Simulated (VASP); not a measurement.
The system is LiS3.

```
CELL_PARAMETERS angstrom
5.38164 0.00000 0.00000
0.00000 5.38164 0.00000
0.00000 0.00000 5.38164
ATOMIC_POSITIONS crystal
Li 0.00000 0.00000 0.00000
Li 0.50000 0.50000 0.50000
S 0.25000 0.00000 0.50000
S 0.75000 0.00000 0.50000
S 0.00000 0.50000 0.25000
S 0.00000 0.50000 0.75000
S 0.50000 0.75000 0.00000
S 0.50000 0.25000 0.00000
```

* Program: VASP 6.6.1
* Task: relaxation of cell and atoms
* Functional: PBE
* Potentials or basis: VASP PAW PBE potentials, release 64 (Li_sv, S)
* Cutoff: 600 eV
* k mesh: 4 × 4 × 4
* Occupations: gaussian, width 0.1 eV
* Spin: no spin polarisation

At the start: pressure -8.2 GPa; volume 19.48 Å³/atom.

**Question.** How do energy, volume and symmetry change on relaxing?

**Answer.** Over 4 steps the energy falls by 116.7 meV/atom and the volume is 15.73 Å³/atom (-19.3 %); space group Pm-3n (No. 223, to 0.05 Å).

Step by step:
```
step  energy change (eV)  largest force (eV/Å)  pressure (GPa)  volume (Å³)
   1              0.0000                0.0000           -8.24       155.86
   2             -0.8362                0.0000           -3.47       134.34
   3             -0.9323                0.0000           -0.41       126.74
   4             -0.9335                0.0000            0.03       125.81
```

Final structure:
```
Li S
1.0
     5.01073    0.00000    0.00000
     0.00000    5.01073    0.00000
     0.00000    0.00000    5.01073
Li S
2 6
Direct
  0.00000 0.00000 0.00000
  0.50000 0.50000 0.50000
  0.25000 0.00000 0.50000
  0.75000 0.00000 0.50000
  0.00000 0.50000 0.25000
  0.00000 0.50000 0.75000
  0.50000 0.75000 0.00000
  0.50000 0.25000 0.00000
```

Caveat: the cutoff is under 1.25 times the usual one of these potentials, so pressure, stress and relaxed cells hold a basis-set (Pulay) error; the volume moved by over 15 % at a fixed basis, so the end points are rough.
